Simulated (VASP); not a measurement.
Write the native input for VASP 6.6.1 that does the following.

```
Task                   : single point
Functional             : PBE
Potentials or basis    : VASP PAW PBE potentials, release 64 (Br)
Cutoff                 : 520 eV
k mesh                 : 14 × 14 × 8
Occupations            : fermi-dirac, width 0.02 eV
Spin                   : no spin polarisation
Dipole correction      : no
Further INCAR settings : ALGO = Normal; EDIFF = 1e-07; NBANDS = 14
```

The structure of Br lies in POSCAR:

```
Br
1.0
    3.9257218128      0.0000000000      0.0000000000
   -1.9628609064      3.3997748181      0.0000000000
    0.0000000000      0.0000000000      4.2951813147
Br
2
Direct
    0.3333333333      0.6666666667      0.2500000000
    0.6666666667      0.3333333333      0.7500000000
```

The input as run:

INCAR

```
SYSTEM = Br
PREC     = Accurate       ! precision mode
ENCUT    = 520            ! plane-wave cutoff, eV
EDIFF    = 1E-7           ! SCF threshold, eV
ISMEAR   = -1             ! smearing method
SIGMA    = 0.02           ! smearing width, eV
LREAL    = .FALSE.        ! projectors in reciprocal space
LASPH    = .TRUE.         ! aspherical terms in the spheres
NELM     = 80             ! most SCF steps
ALGO     = Normal         ! electronic algorithm
ISIF     = 2              ! what is computed and relaxed
LWAVE    = .FALSE.        ! write WAVECAR
LCHARG   = .FALSE.        ! write CHGCAR
GGA      = PE             ! functional
NBANDS   = 14             ! bands
```

KPOINTS

```
Automatic mesh
0
G
  14 14 8
  0 0 0
```

Potentials or basis: VASP PAW PBE potentials, release 64 (Br).

The run is started by

```console
$ cat potpaw_PBE.64/Br/POTCAR > POTCAR
$ mpirun -np 1 vasp_std > vasp.out
```

Results of the run:

```yaml
Pressure: 0.0 GPa
Band_gap_on_the_k_mesh: zero (bands 7 and 8 overlap by 1.92 eV)
```

It took 27 s on 1 thread of Intel(R) Xeon(R) 6975P-C (Granite Rapids) (shared host), peak memory 0.22 GiB.
